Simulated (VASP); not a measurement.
Write the native input for VASP 6.6.1 that does the following.

```
Task                   : single point
Functional             : PBE
Potentials or basis    : VASP PAW PBE potentials, release 64 (Ga_d, B)
Cutoff                 : 520 eV
k mesh                 : 10 × 10 × 8
Occupations            : fermi-dirac, width 0.05 eV
Spin                   : no spin polarisation
Dipole correction      : no
Further INCAR settings : ALGO = Normal; EDIFF = 1e-06; NBANDS = 15
```

The structure of GaB lies in POSCAR:

```
GaB
1.0
    2.7715523584      0.0000000000      0.0000000000
    0.0000000000      2.7715523584      0.0000000000
    0.0000000000      0.0000000000      3.2996812121
Ga B
1 1
Direct
    0.5000000000      0.5000000000      0.5000000000
    0.0000000000      0.0000000000      0.0000000000
```

One way to write it, as run:

INCAR

```
SYSTEM = GaB
PREC = Accurate
ENCUT = 520
EDIFF = 1E-6
ISMEAR = -1
SIGMA = 0.05
LREAL = .FALSE.
LASPH = .TRUE.
NELM = 60
ALGO = Normal
ISIF = 2
LWAVE = .FALSE.
LCHARG = .FALSE.
GGA = PE
NBANDS = 15
```

KPOINTS

```
Automatic mesh
0
G
  10 10 8
  0 0 0
```

Potentials or basis: VASP PAW PBE potentials, release 64 (Ga_d, B).

Run with:

```sh
$ cat potpaw_PBE.64/Ga_d/POTCAR potpaw_PBE.64/B/POTCAR > POTCAR
$ mpirun -np 1 vasp_std > vasp.out
```

It gave:

The pressure is -5.1 GPa and the band gap on the k mesh is zero (band 8 reaches 10.44 eV, above the bottom of band 9 at 2.07 eV).

Run time: 24 s on 1 thread of Intel(R) Xeon(R) Platinum 8488C (Sapphire Rapids), with other jobs on the host, peak memory 0.17 GiB.
